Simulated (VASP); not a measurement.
Set up this calculation in VASP 6.6.1, as the native input.

- Task: single point
- Functional: PBE
- Potentials or basis: VASP PAW PBE potentials, release 64 (In_d, Sb)
- Cutoff: 520 eV
- k mesh: 14 × 14 × 14
- Occupations: gaussian, width 0.15 eV
- Spin: no spin polarisation
- Dipole correction: no
- Further INCAR settings: ALGO = Normal; EDIFF = 1e-06; NBANDS = 16

The structure of InSb lies in POSCAR:

```
InSb
1.0
    0.0000000000      3.0048800278      3.3925095514
    3.0048800278      0.0000000000      3.3925095514
    3.0048800278      3.0048800278      0.0000000000
In Sb
1 1
Direct
    0.0000000000      0.0000000000      0.0000000000
    0.5000000000      0.5000000000      0.5000000000
```

This cell differs from its parent crystal: volume 30.632 Å^3 an atom, c/a of the conventional cell 1.1290.

The input as run:

INCAR

```
SYSTEM = InSb
  ALGO = Normal
  EDIFF = 1E-6
  ENCUT = 520
  GGA = PE
  ISIF = 2
  ISMEAR = 0
  LASPH = .True.
  LCHARG = .True.
  LELF = .True.
  LREAL = .False.
  LVHAR = .True.
  LWAVE = .False.
  NBANDS = 16
  NELM = 100
  PREC = Accurate
  SIGMA = 0.15
```

KPOINTS

```
k-points
0
Gamma
  14 14 14
  0 0 0
```

Potentials or basis: VASP PAW PBE potentials, release 64 (In_d, Sb).

Run with:

```console
$ cat potpaw_PBE.64/In_d/POTCAR potpaw_PBE.64/Sb/POTCAR > POTCAR
$ mpirun -np 1 vasp_std > vasp.out
```

It gave:

```
Pressure               : -1.0 GPa
Band gap on the k mesh : zero (band 9 reaches 6.68 eV, above the bottom of band 10 at 4.31 eV)
```

Caveat: spin-orbit coupling is left out, which moves the levels of the heavy elements.

It took 4.1 min on 1 thread of Intel Xeon 6975P-C, on a shared host, peak memory 0.39 GiB.
